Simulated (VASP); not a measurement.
# C (P1) in VASP: a series of runs

The runs below take C through single point, with LDA.

Program: VASP 6.6.1. These are calculated values, not measurements. Logs are shortened: lines on timing, memory, paths and dates and some standing lists are left out, and cuts for length are marked.

### Step 1. The cell of the first run

The typed cell holds 8 atoms: a = 4.817 Å, b = 4.817 Å, c = 2.486 Å, α = 90.00°, β = 90.00°, γ = 128.22°.

### Step 2. Single point, LDA (atom 5 (C) moved -0.450 Å towards its neighbour atom 2 (C) at 1.515 Å)

The input, INCAR:

```
SYSTEM = C
  PREC = Accurate
  ENCUT = 520
  EDIFF = 1E-6
  ISMEAR = 0
  SIGMA = 0.05
  LREAL = .False.
  LASPH = .True.
  NELM = 60
  ALGO = Normal
  ISIF = 2
  LWAVE = .False.
  LCHARG = .True.
  GGA = CA
  LELF = .True.
  LVHAR = .True.
  NBANDS = 26
```

The input, KPOINTS:

```
regular mesh
0
Gamma
  6 6 10
  0 0 0
```

The input, POSCAR:

```
C
1.0
    2.1032727620     -4.3337146136      0.0000000000
    2.1032727620      4.3337146136      0.0000000000
    0.0000000000      0.0000000000      2.4856616114
C
8
Direct
    0.6482879639      0.9815881366      0.0000000000
    0.3517120361      0.0184118634      0.0000000000
    0.0184118634      0.3517120361      0.0000000000
    0.9815881366      0.6482879639      0.0000000000
    0.4202504346      0.2877621381      0.6485212667
    0.5954459046      0.7739231852      0.5000000000
    0.7739231852      0.5954459046      0.5000000000
    0.2260768148      0.4045540954      0.5000000000
```

Potentials or basis: VASP PAW LDA potentials, release 64 (C).

The run is started by

```sh
$ cat potpaw_LDA.64/C/POTCAR > POTCAR
$ mpirun -np 1 vasp_std > vasp.out
```

OUTCAR:

```text
SYSTEM = C
   PREC = Accurate
   ENCUT = 520
   EDIFF = 1E-6
   ISMEAR = 0
   LREAL = .False.
   LASPH = .True.
   NELM = 60
   ISIF = 2
   GGA = CA

 ion  position               nearest neighbor table
   1  0.648  0.982  0.000-   6 1.51   6 1.51   2 1.54   3 1.56
   2  0.352  0.018  0.000-   5 1.42   1 1.54   4 1.56   5 1.96
   3  0.018  0.352  0.000-   8 1.51   8 1.51   4 1.54   1 1.56
   4  0.982  0.648  0.000-   7 1.51   7 1.51   3 1.54   2 1.56
   5  0.420  0.288  0.649-   8 1.41   2 1.42   7 1.45   2 1.96   6 1.97
   6  0.595  0.774  0.500-   1 1.51   1 1.51   7 1.55   8 1.55   5 1.97
   7  0.774  0.595  0.500-   5 1.45   4 1.51   4 1.51   6 1.55
   8  0.226  0.405  0.500-   5 1.41   3 1.51   3 1.51   6 1.55

  LATTYP: Found a base centered orthorhombic cell.
 ALAT       =     4.2065455240
 B/A-ratio  =     2.0604624811
 C/A-ratio  =     0.5909032952

  Lattice vectors:

 A1 = (   2.1032727620,  -4.3337146136,   0.0000000000)
 A2 = (   2.1032727620,   4.3337146136,   0.0000000000)
 A3 = (   0.0000000000,   0.0000000000,   2.4856616114)

Analysis of symmetry for initial positions (statically):
=====================================================================
 Subroutine PRICEL returns:
 Original cell was already a primitive cell.

 Routine SETGRP: Setting up the symmetry group for a
 base centered orthorhombic supercell.

 Subroutine GETGRP returns: Found  1 space group operations
 (whereof  1 operations were pure point group operations)
 out of a pool of  8 trial point group operations.

The static configuration has the point symmetry C_1 .

Analysis of symmetry for dynamics (positions and initial velocities):
=====================================================================
 Subroutine PRICEL returns:
 Original cell was already a primitive cell.

 Routine SETGRP: Setting up the symmetry group for a
 base centered orthorhombic supercell.

 Subroutine GETGRP returns: Found  1 space group operations
 (whereof  1 operations were pure point group operations)
 out of a pool of  8 trial point group operations.

The dynamic configuration has the point symmetry C_1 .

 Subroutine INISYM returns: Found  1 space group operations
 (whereof  1 operations are pure point group operations),
 and found     1 'primitive' translations

----------------------------------------------------------------------------------------

                                     Primitive cell

  volume of cell :      45.3135

  direct lattice vectors                    reciprocal lattice vectors
     2.103272762 -4.333714614  0.000000000     0.237724754 -0.115374464  0.000000000
     2.103272762  4.333714614  0.000000000     0.237724754  0.115374464  0.000000000
     0.000000000  0.000000000  2.485661611     0.000000000  0.000000000  0.402307376

  length of vectors
     4.817140092  4.817140092  2.485661611     0.264242929  0.264242929  0.402307376

  position of ions in fractional coordinates (direct lattice)
     0.648287964  0.981588137  0.000000000
     0.351712036  0.018411863  0.000000000
     0.018411863  0.351712036  0.000000000
     0.981588137  0.648287964  0.000000000
     0.420250435  0.287762138  0.648521267
     0.595445905  0.773923185  0.500000000
     0.773923185  0.595445905  0.500000000
     0.226076815  0.404554095  0.500000000

  ion indices of the primitive-cell ions
   primitive index   ion index
                 1           1
                 2           2
                 3           3
                 4           4
                 5           5
                 6           6
                 7           7
                 8           8

----------------------------------------------------------------------------------------

 KPOINTS: regular mesh

Automatic generation of k-mesh.
 Grid dimensions read from file:
 generate k-points for:    6    6   10

 Generating k-lattice:

  Cartesian coordinates                     Fractional coordinates (reciprocal lattice)
     0.039620792 -0.019229077  0.000000000     0.166666667  0.000000000  0.000000000
     0.039620792  0.019229077  0.000000000     0.000000000  0.166666667  0.000000000
     0.000000000  0.000000000  0.040230738     0.000000000  0.000000000  0.100000000

  Length of vectors
     0.044040488  0.044040488  0.040230738

  Shift w.r.t. Gamma in fractional coordinates (k-lattice)
     0.000000000  0.000000000  0.000000000

 Subroutine IBZKPT returns following result:
 ===========================================

 Found    184 irreducible k-points:

 Following reciprocal coordinates:
            Coordinates               Weight
  0.000000  0.000000  0.000000      1.000000
  0.166667  0.000000  0.000000      2.000000
  0.000000  0.166667  0.000000      2.000000
  0.333333  0.000000  0.000000      2.000000
  0.000000  0.333333  0.000000      2.000000
  0.500000  0.000000  0.000000      1.000000
[... 16 lines left out ...]
 -0.166667 -0.000000  0.100000      2.000000
  0.000000  0.166667 -0.100000      2.000000
 [... further k-points ...]
   k-points           NKPTS =    184   k-points in BZ     NKDIM =    184   number of bands    NBANDS=     26
   number of dos      NEDOS =    301   number of ions     NIONS =      8
   total plane-waves  NPLWV =  23328
   dimension x,y,z NGX =    36 NGY =   36 NGZ =   18
   dimension x,y,z NGXF=    72 NGYF=   72 NGZF=   36
   ions per type =               8
   NGX,Y,Z   is equivalent  to a cutoff of  12.42, 12.42, 12.04 a.u.
   NGXF,Y,Z  is equivalent  to a cutoff of  24.85, 24.85, 24.08 a.u.
 SYSTEM =  C
   PREC   = accura    normal or accurate (medium, high low for compatibility)
   ISTART =      0    job   : 0-new  1-cont  2-samecut
   ICHARG =      2    charge: 1-file 2-atom 10-const
   ISPIN  =      1    spin polarized calculation?
   LNONCOLLINEAR =      F non collinear calculations
   LSORBIT =      F    spin-orbit coupling
   LASPH  =      T    aspherical Exc in radial PAW
   ENCUT  =  520.0 eV  38.22 Ry    6.18 a.u.   8.96  8.96  4.62*2*pi/ulx,y,z
   NELM   =     60;   NELMIN=  2; NELMDL= -5     # of ELM steps
   EDIFF  = 0.1E-05   stopping-criterion for ELM
   LREAL  =      F    real-space projection
   EDIFFG = 0.1E-04   stopping-criterion for IOM
   NSW    =      0    number of steps for IOM
   IBRION =     -1    ionic relax: 0-MD 1-quasi-New 2-CG
   NFREE  =      0    steps in history (QN), initial steepest desc. (CG)
   ISIF   =      2    stress and relaxation
   ISYM   =      2    0-nonsym 1-usesym 2-fastsym
   POTIM  = 0.5000    time-step for ionic-motion
   TEBEG  =    0.0;   TEEND  =   0.0 temperature during run
   PSTRESS=    0.0 pullay stress
   NELECT =      32.0000    total number of electrons
   NUPDOWN=      -1.0000    fix difference up-down
   EMIN   =  10.00;   EMAX   =-10.00  energy-range for DOS
   EFERMI =   0.00;   METHOD = LEGACY
   ISMEAR =     0;   SIGMA  =   0.05  broadening in eV -4-tet -1-fermi 0-gaus
   EFERMI_NEDOS =   21; number of points for ismear=-14 and -15
   IALGO  =     38    algorithm
   IMIX   =      4    mixing-type and parameters
     AMIX     =   0.40;   BMIX     =  1.00
     AMIX_MAG =   1.60;   BMIX_MAG =  1.00
  volume/ion in A,a.u.               =       5.66        38.22
  Fermi-wavevector in a.u.,A,eV,Ry     =   1.457859  2.754954 28.917181  2.125353
  Thomas-Fermi vector in A             =   2.574611
   LORBIT       =      0    0 simple, 1 ext, 2 COOP (PROOUT), +10 PAW based schemes
   GGA     = CA    functional components
   LHFCALC =     F    Hartree Fock is set to
   AEXX    =    0.0000 exact exchange contribution
   IVDW    =     0    specifies the selected vdW correction
   LEPSILON=     F    determine dielectric tensor
   LRPA    =     F    only Hartree local field effects (RPA)
 non-spin polarized calculation
 Gauss-broadening in eV      SIGMA  =   0.05
  energy-cutoff  :      520.00
  volume of cell :       45.31
 maximum number of plane-waves:      1238
   NGX = 17   NGY = 17   NGZ =  9

 number of electron      32.0000003 magnetization

 Free energy of the ion-electron system (eV)
  ---------------------------------------------------
  ext. energy  EPLUGINS =         0.00000000
  ---------------------------------------------------
  free energy    TOTEN  =       -77.04468483 eV

  energy without entropy =      -77.04449033  energy(sigma->0) =      -77.04458758

 E-fermi :  11.6429     XC(G=0): -13.4508

 val. band max:       11.5328094650   @ k =  -0.3333   0.3333   0.0000
 cond. band min:      11.6467884917   @ k =   0.5000   0.5000   0.4000
 fundamental gap:      0.1139790267
 Fermi energy:        11.6429001154

 k-point     1 :       0.0000    0.0000    0.0000
  band No.  band energies     occupation
      1     -12.0668      2.00000
      2      -6.5176      2.00000
      3      -6.3702      2.00000
      4      -5.0017      2.00000
      5      -4.3971      2.00000
      6      -2.5223      2.00000
[... 18 lines left out ...]
     25      20.3403      0.00000
     26      20.5875      0.00000

 k-point     2 :       0.1667    0.0000    0.0000
  band No.  band energies     occupation
      1     -11.8625      2.00000
      2      -7.4428      2.00000
      3      -6.2484      2.00000
      4      -5.3874      2.00000
      5      -4.4454      2.00000
      6      -1.3191      2.00000
[... 18 lines left out ...]
     25      20.4542      0.00000
     26      21.1480      0.00000

 k-point     3 :       0.0000    0.1667    0.0000
  band No.  band energies     occupation
      1     -11.8713      2.00000
      2      -7.1876      2.00000
      3      -6.4094      2.00000
      4      -5.7584      2.00000
      5      -4.1563      2.00000
      6      -1.2813      2.00000
[... 572 lines left out ...]
 k-point    23 :      -0.1667   -0.0000    0.1000
  band No.  band energies     occupation
      1     -11.6801      2.00000
      2      -7.2835      2.00000
      3      -6.0852      2.00000
      4      -5.2489      2.00000
      5      -4.2760      2.00000
      6      -1.1528      2.00000
[... 18 lines left out ...]
     25      20.4812      0.00000
     26      21.2472      0.00000

 k-point    24 :       0.0000    0.1667   -0.1000
  band No.  band energies     occupation
      1     -11.6890      2.00000
      2      -7.0482      2.00000
      3      -6.2425      2.00000
      4      -5.5875      2.00000
      5      -3.9830      2.00000
      6      -1.1176      2.00000
[... 18 lines left out ...]
     25      20.5054      0.00000
     26      21.5927      0.00000

 [... further k-points ...]
[... 5 lines left out ...]
  --------------------------------------------------------------------------------------
  -------------------------------------------------------------------------------------
  Total        3.5324663      5.3176034      3.9084445     -0.2908671      0.1802739      1.0012825
  in kB      124.8995005    188.0176512    138.1931855    -10.2843606      6.3740521     35.4029379
  external PRESSURE =     150.3701124 kB  Pullay stress =       0.0000000 kB

 VOLUME and BASIS-vectors are now :
 -----------------------------------------------------------------------------
  energy-cutoff  :      520.00
  volume of cell :       45.31
      direct lattice vectors                 reciprocal lattice vectors
     2.103272762 -4.333714614  0.000000000     0.237724754 -0.115374464  0.000000000
     2.103272762  4.333714614  0.000000000     0.237724754  0.115374464  0.000000000
     0.000000000  0.000000000  2.485661611     0.000000000  0.000000000  0.402307376

 POSITION                                       TOTAL-FORCE (eV/Angst)
 -----------------------------------------------------------------------------------
      3.42807      1.44443      0.00000         0.292431      0.959828      0.194540
      0.77847     -1.44443      0.00000        -0.155876     -0.089915      1.905232
      0.77847      1.44443      0.00000        -0.088534      0.529852     -0.327521
      3.42807     -1.44443      0.00000         0.993396      0.122734      0.291251
      1.48914     -0.57417      1.61200        -4.388693     -6.640724     -5.490919
      2.88016      0.77347      1.24283         1.057044      1.211545     -0.672509
      2.88016     -0.77347      1.24283         1.935723      0.653840      2.186526
      1.32639      0.77347      1.24283         0.354510      3.252839      1.913401
 -----------------------------------------------------------------------------------
    total drift:                               -0.000040      0.000143     -0.000168

  FREE ENERGIE OF THE ION-ELECTRON SYSTEM (eV)
  ---------------------------------------------------
  free  energy   TOTEN  =       -77.0446848329 eV

  energy  without entropy=      -77.0444903308  energy(sigma->0) =      -77.04458758
```

It took 82 s on 1 thread of Intel Xeon 6975P-C (Granite Rapids), shared host; peak memory 0.24 GiB.

Results:

| Quantity | Value |
| --- | --- |
| Free energy | -77.0447 eV |
| Pressure | 15.0 GPa |
| Largest force | 9.670 eV/Å |
| Band gap on the k mesh | zero (band 16 reaches 11.78 eV, above the bottom of band 17 at 11.65 eV) |

Forces in eV/Å, atoms in the order of the input:
```
C    0.292  0.960  0.195
C   -0.156 -0.090  1.905
C   -0.089  0.530 -0.328
C    0.993  0.123  0.291
C   -4.389 -6.641 -5.491
C    1.057  1.212 -0.673
C    1.936  0.654  2.187
C    0.355  3.253  1.913
```

Caveat: the cell differs from its parent crystal (atom 5 (C) moved -0.450 Å towards its neighbour atom 2 (C) at 1.515 Å); forces of over 1 eV/Å act on the atoms, so gaps and moduli don't describe the material at rest.

[end of part 1 of 2]
